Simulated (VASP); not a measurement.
# Co (Fd-3m) in VASP: further runs

The runs below take Co through relaxation of cell and atoms, single point, with PBEsol.

Everything below comes from runs of VASP 6.6.1. Logs are shortened: lines on timing, memory, paths and dates and some standing lists are left out, and cuts for length are marked.

## (1) The cell of the first run

The structure is cubic, space group Fd-3m (No. 227). The conventional cell has a = 4.841 Å, b = 4.841 Å, c = 4.841 Å, α = 90.00°, β = 90.00°, γ = 90.00°. Within 2.8 Å of Co (site symmetry -43m) lie 4 Co at 2.10 Å.

## (2) Relaxation of cell and atoms, PBEsol

Input file INCAR:

```
  PREC = Accurate
  ENCUT = 600
  EDIFF = 1E-6
  ISMEAR = 0
  SIGMA = 0.1
  LREAL = F
  LASPH = T
  NELM = 60
  ALGO = Fast
  ISIF = 3
  LWAVE = F
  LCHARG = F
  GGA = PS
  IBRION = 2
  NSW = 100
  EDIFFG = -0.01
```

Input file KPOINTS:

```
Automatic mesh
0
Gamma
  20 20 20
```

Input file POSCAR:

```
Co
1.0
    0.0000000000      2.4205250217      2.4205250217
    2.4205250217      0.0000000000      2.4205250217
    2.4205250217      2.4205250217      0.0000000000
Co
2
Direct
    0.0000000000      0.0000000000      0.0000000000
    0.2500000000      0.2500000000      0.2500000000
```

Potentials or basis: VASP PAW PBE potentials, release 64 (Co).

On the command line:

```
$ cat potpaw_PBE.64/Co/POTCAR > POTCAR
$ mpirun -np 1 vasp_std > vasp.out
```

OUTCAR:

```text
PREC = Accurate
   ENCUT = 600
   EDIFF = 1E-6
   ISMEAR = 0
   LREAL = F
   LASPH = T
   NELM = 60
   ISIF = 3
   GGA = PS
   IBRION = 2
   NSW = 100
   EDIFFG = -0.01

 ion  position               nearest neighbor table
   1  0.000  0.000  0.000-   2 2.10   2 2.10   2 2.10   2 2.10
   2  0.250  0.250  0.250-   1 2.10   1 2.10   1 2.10   1 2.10

  LATTYP: Found a face centered cubic cell.
 ALAT       =     4.8410500434

  Lattice vectors:

 A1 = (   0.0000000000,   2.4205250217,   2.4205250217)
 A2 = (   2.4205250217,   0.0000000000,   2.4205250217)
 A3 = (   2.4205250217,   2.4205250217,   0.0000000000)

Analysis of symmetry for initial positions (statically):
=====================================================================
 Subroutine PRICEL returns:
 Original cell was already a primitive cell.

 Routine SETGRP: Setting up the symmetry group for a
 face centered cubic supercell.

 Subroutine GETGRP returns: Found 48 space group operations
 (whereof 24 operations were pure point group operations)
 out of a pool of 48 trial point group operations.

The static configuration has the point symmetry T_d .
 The point group associated with its full space group is O_h .

Analysis of symmetry for dynamics (positions and initial velocities):
=====================================================================
 Subroutine PRICEL returns:
 Original cell was already a primitive cell.

 Routine SETGRP: Setting up the symmetry group for a
 face centered cubic supercell.

 Subroutine GETGRP returns: Found 48 space group operations
 (whereof 24 operations were pure point group operations)
 out of a pool of 48 trial point group operations.

The dynamic configuration has the point symmetry T_d .
 The point group associated with its full space group is O_h .

 Subroutine INISYM returns: Found 48 space group operations
 (whereof 24 operations are pure point group operations),
 and found     1 'primitive' translations

----------------------------------------------------------------------------------------

                                     Primitive cell

  volume of cell :      28.3634

  direct lattice vectors                    reciprocal lattice vectors
     0.000000000  2.420525022  2.420525022    -0.206566755  0.206566755  0.206566755
     2.420525022  0.000000000  2.420525022     0.206566755 -0.206566755  0.206566755
     2.420525022  2.420525022  0.000000000     0.206566755  0.206566755 -0.206566755

  length of vectors
     3.423139314  3.423139314  3.423139314     0.357784115  0.357784115  0.357784115

  position of ions in fractional coordinates (direct lattice)
     0.000000000  0.000000000  0.000000000
     0.250000000  0.250000000  0.250000000

  ion indices of the primitive-cell ions
   primitive index   ion index
                 1           1
                 2           2

----------------------------------------------------------------------------------------

 KPOINTS: Automatic mesh

Automatic generation of k-mesh.
 Grid dimensions read from file:
 generate k-points for:   20   20   20

 Generating k-lattice:

  Cartesian coordinates                     Fractional coordinates (reciprocal lattice)
    -0.010328338  0.010328338  0.010328338     0.050000000  0.000000000  0.000000000
     0.010328338 -0.010328338  0.010328338     0.000000000  0.050000000  0.000000000
     0.010328338  0.010328338 -0.010328338     0.000000000  0.000000000  0.050000000

  Length of vectors
     0.017889206  0.017889206  0.017889206

  Shift w.r.t. Gamma in fractional coordinates (k-lattice)
     0.000000000  0.000000000  0.000000000

 Subroutine IBZKPT returns following result:
 ===========================================

 Found    256 irreducible k-points:

 Following reciprocal coordinates:
            Coordinates               Weight
  0.000000  0.000000  0.000000      1.000000
  0.050000  0.000000  0.000000      8.000000
  0.100000  0.000000  0.000000      8.000000
  0.150000  0.000000  0.000000      8.000000
  0.200000  0.000000  0.000000      8.000000
  0.250000  0.000000  0.000000      8.000000
[... 16 lines left out ...]
 -0.400000  0.050000  0.000000     24.000000
 -0.350000  0.050000  0.000000     24.000000
 [... further k-points ...]
   k-points           NKPTS =    256   k-points in BZ     NKDIM =    256   number of bands    NBANDS=     13
   number of dos      NEDOS =    301   number of ions     NIONS =      2
   total plane-waves  NPLWV =  21952
   dimension x,y,z NGX =    28 NGY =   28 NGZ =   28
   dimension x,y,z NGXF=    56 NGYF=   56 NGZF=   56
   ions per type =               2
   NGX,Y,Z   is equivalent  to a cutoff of  13.60, 13.60, 13.60 a.u.
   NGXF,Y,Z  is equivalent  to a cutoff of  27.20, 27.20, 27.20 a.u.
 SYSTEM =  unknown system
   PREC   = accura    normal or accurate (medium, high low for compatibility)
   ISTART =      0    job   : 0-new  1-cont  2-samecut
   ICHARG =      2    charge: 1-file 2-atom 10-const
   ISPIN  =      1    spin polarized calculation?
   LNONCOLLINEAR =      F non collinear calculations
   LSORBIT =      F    spin-orbit coupling
   LASPH  =      T    aspherical Exc in radial PAW
   ENCUT  =  600.0 eV  44.10 Ry    6.64 a.u.   6.84  6.84  6.84*2*pi/ulx,y,z
   NELM   =     60;   NELMIN=  2; NELMDL= -5     # of ELM steps
   EDIFF  = 0.1E-05   stopping-criterion for ELM
   LREAL  =      F    real-space projection
   EDIFFG = -.1E-01   stopping-criterion for IOM
   NSW    =    100    number of steps for IOM
   IBRION =      2    ionic relax: 0-MD 1-quasi-New 2-CG
   NFREE  =      1    steps in history (QN), initial steepest desc. (CG)
   ISIF   =      3    stress and relaxation
   ISYM   =      2    0-nonsym 1-usesym 2-fastsym
   POTIM  = 0.5000    time-step for ionic-motion
   TEBEG  =    0.0;   TEEND  =   0.0 temperature during run
   PSTRESS=    0.0 pullay stress
   NELECT =      18.0000    total number of electrons
   NUPDOWN=      -1.0000    fix difference up-down
   EMIN   =  10.00;   EMAX   =-10.00  energy-range for DOS
   EFERMI =   0.00;   METHOD = LEGACY
   ISMEAR =     0;   SIGMA  =   0.10  broadening in eV -4-tet -1-fermi 0-gaus
   EFERMI_NEDOS =   21; number of points for ismear=-14 and -15
   IALGO  =     68    algorithm
   IMIX   =      4    mixing-type and parameters
     AMIX     =   0.40;   BMIX     =  1.00
     AMIX_MAG =   1.60;   BMIX_MAG =  1.00
  volume/ion in A,a.u.               =      14.18        95.70
  Fermi-wavevector in a.u.,A,eV,Ry     =   1.406844  2.658551 26.928806  1.979211
  Thomas-Fermi vector in A             =   2.529164
   LORBIT       =      0    0 simple, 1 ext, 2 COOP (PROOUT), +10 PAW based schemes
   GGA     = PS    functional components
   LHFCALC =     F    Hartree Fock is set to
   AEXX    =    0.0000 exact exchange contribution
   IVDW    =     0    specifies the selected vdW correction
   LEPSILON=     F    determine dielectric tensor
   LRPA    =     F    only Hartree local field effects (RPA)
 conjugate gradient relaxation of ions
 non-spin polarized calculation
 RMM-DIIS sequential band-by-band and
 Gauss-broadening in eV      SIGMA  =   0.10
  energy-cutoff  :      600.00
  volume of cell :       28.36
 maximum number of plane-waves:       962
   NGX = 13   NGY = 13   NGZ = 13

--------------------------------------- Ionic step        1  -------------------------------------------

 number of electron      18.0000002 magnetization

 Free energy of the ion-electron system (eV)
  ---------------------------------------------------
  ext. energy  EPLUGINS =         0.00000000
  ---------------------------------------------------
  free energy    TOTEN  =       -12.64745331 eV

  energy without entropy =      -12.62615666  energy(sigma->0) =      -12.63680499

------------------------ aborting loop because EDIFF is reached ----------------------------------------

  FORCE on cell =-STRESS in cart. coord.  units (eV):
  Direction    XX          YY          ZZ          XY          YZ          ZX
  --------------------------------------------------------------------------------------
  -------------------------------------------------------------------------------------
  Total       -0.2571057     -0.2571057     -0.2571057      0.0000000      0.0000000      0.0000000
  in kB      -14.5232406    -14.5232406    -14.5232406      0.0000000      0.0000000      0.0000000
  external PRESSURE =     -14.5232406 kB  Pullay stress =       0.0000000 kB
[... 57 lines left out ...]
  energy  without entropy=      -12.6270604242  energy(sigma->0) =      -12.63738530

--------------------------------------- Ionic step        3  -------------------------------------------

 number of electron      18.0000006 magnetization

 Free energy of the ion-electron system (eV)
  ---------------------------------------------------
  ext. energy  EPLUGINS =         0.00000000
  ---------------------------------------------------
  free energy    TOTEN  =       -12.64872161 eV

  energy without entropy =      -12.62777193  energy(sigma->0) =      -12.63824677

 E-fermi :   6.8349     XC(G=0): -11.8412

 val. band max:        6.8336424217   @ k =   0.3000   0.2000   0.1000
 cond. band min:       6.8349027697   @ k =  -0.3000   0.1000   0.0000
 fundamental gap:      0.0012603480
 Fermi energy:         6.8348658055

 k-point     1 :       0.0000    0.0000    0.0000
  band No.  band energies     occupation
      1      -0.4051      2.00000
      2       3.5527      2.00000
      3       3.5527      2.00000
      4       3.7447      2.00000
      5       3.7447      2.00000
      6       3.7447      2.00000
      7       5.6841      2.00000
      8       5.6841      2.00000
      9       5.6841      2.00000
     10       7.1466      0.00001
     11       7.1466      0.00001
     12      20.6601      0.00000
     13      20.6624      0.00000
[... 353 lines left out ...]
 k-point    24 :      -0.3500    0.0500    0.0000
  band No.  band energies     occupation
      1       2.0344      2.00000
      2       3.3691      2.00000
      3       3.5397      2.00000
      4       3.8516      2.00000
      5       3.9766      2.00000
      6       4.1138      2.00000
      7       4.9334      2.00000
      8       5.8659      2.00000
      9       6.1183      2.00000
     10       6.9187      0.23562
     11       7.1003      0.00017
     12      10.1351      0.00000
     13      16.4965      0.00000

 [... further k-points ...]
[... 5 lines left out ...]
  --------------------------------------------------------------------------------------
  -------------------------------------------------------------------------------------
  Total       -0.0155728     -0.0155728     -0.0155728      0.0000000      0.0000000      0.0000000
  in kB       -0.8884342     -0.8884342     -0.8884342      0.0000000      0.0000000      0.0000000
  external PRESSURE =      -0.8884342 kB  Pullay stress =       0.0000000 kB
[... 17 lines left out ...]
  FREE ENERGIE OF THE ION-ELECTRON SYSTEM (eV)
  ---------------------------------------------------
  free  energy   TOTEN  =       -12.6487216116 eV

  energy  without entropy=      -12.6277719336  energy(sigma->0) =      -12.63824677

 reached required accuracy - stopping structural energy minimisation
```

Wall time 2.5 min (1 thread of Intel Xeon 6975P-C (Granite Rapids), shared host); peak memory 0.24 GiB.

What came out:

- Free energy: -12.6487 eV
- Relaxed volume: 14.04 Å³/atom
- Relaxed cell: a = 3.412 Å, b = 3.412 Å, c = 3.412 Å, α = 60.00°, β = 60.00°, γ = 60.00°
- Space group after relaxing (to 0.05 Å): Fd-3m (No. 227)
- Energy gained by relaxing: 0.6 meV/atom
- Ionic steps: 3
- Pressure after relaxing: -0.1 GPa
- Band gap on the k mesh: zero (band 9 reaches 7.33 eV, above the bottom of band 10 at 6.44 eV)

Step by step:
```csv
step,energy change (eV),largest force (eV/Å),pressure (GPa),volume (Å³)
1,0.0000,0.0000,-1.45,28.36
2,-0.0003,0.0000,1.37,27.84
3,-0.0013,0.0000,-0.09,28.08
```

Final structure:
```
Co
1.0
     0.00000    2.41254    2.41254
     2.41254    0.00000    2.41254
     2.41254    2.41254    0.00000
Co
2
Direct
  0.00000 0.00000 0.00000
  0.25000 0.25000 0.25000
```

Caveat: the PAW data sets were made with another functional, which shifts forces and pressure a little; the run has no spin polarisation, though such a crystal can be magnetic. Spin polarisation is off, so any magnetic state and its effect on volume and gap are missing.

## (3) Single point, PBEsol, collinear spin, ferromagnetic start

This run uses another cell than the first one: it holds 6 atoms, not 2.

Input file INCAR:

```
SYSTEM = Co
PREC = Accurate
ENCUT = 520
EDIFF = 1E-6
ISMEAR = 0
SIGMA = 0.1
LREAL = .False.
LASPH = .True.
NELM = 150
ALGO = Fast
ISIF = 2
LWAVE = .False.
LCHARG = .False.
ISPIN = 2
MAGMOM = 1.98 1.98 1.91 1.91 1.91 1.91
LORBIT = 11
LMAXMIX = 4
GGA = PS
NBANDS = 40
```

Input file KPOINTS:

```
regular mesh
0
Gamma
  10 10 10
  0 0 0
```

Input file POSCAR:

```
Co
1.0
    0.0000000000      3.2068817966      3.2068817966
    3.2068817966      0.0000000000      3.2068817966
    3.2068817966      3.2068817966      0.0000000000
Co
6
Direct
    0.2500000000      0.2500000000      0.2500000000
    0.0000000000      0.0000000000      0.0000000000
    0.6250000000      0.6250000000      0.1250000000
    0.6250000000      0.1250000000      0.6250000000
    0.1250000000      0.6250000000      0.6250000000
    0.6250000000      0.6250000000      0.6250000000
```

Potentials or basis: VASP PAW PBE potentials, release 64 (Co).

On the command line:

```
$ cat potpaw_PBE.64/Co/POTCAR > POTCAR
$ mpirun -np 1 vasp_std > vasp.out
```

It took 7.8 min on 1 thread of Oxide Virtual Turin-like, shared host; peak memory 0.31 GiB.

It converged, with:

- Free energy: -45.0800 eV
- Pressure: -0.9 GPa
- Net moment: 10.25 μB per cell
- Site moments: Co +1.77, +1.69 μB
- Valence electrons inside the program's atomic spheres: Co 8.01, 8.47

Levels at points of the mesh, in eV from the Fermi level:
Spin up:
```
           k point  band 29  band 30  band 31  band 32  band 33  band 34  band 35  band 36
(0.00, 0.00, 0.00)    -0.20    -0.20    -0.20     1.12     2.73     2.73     2.73     6.45
(0.50, 0.00, 0.00)    -1.29    -1.01    -1.01    -0.20     1.93     2.27     2.27     5.37
(0.50, 0.50, 0.00)    -1.35    -1.35    -1.32    -1.32     1.27     1.27     2.02     2.02
```
Spin down:
```csv
k point,band 20,band 21,band 22,band 23,band 24,band 25
"(0.00, 0.00, 0.00)",-0.53,0.14,0.14,0.14,0.62,0.62
"(0.50, 0.00, 0.00)",-0.58,-0.29,-0.25,-0.25,0.08,0.15
"(0.50, 0.50, 0.00)",-0.46,-0.18,-0.18,-0.07,-0.07,0.41
```

Caveat: the PAW data sets were made with another functional, which shifts forces and pressure a little.
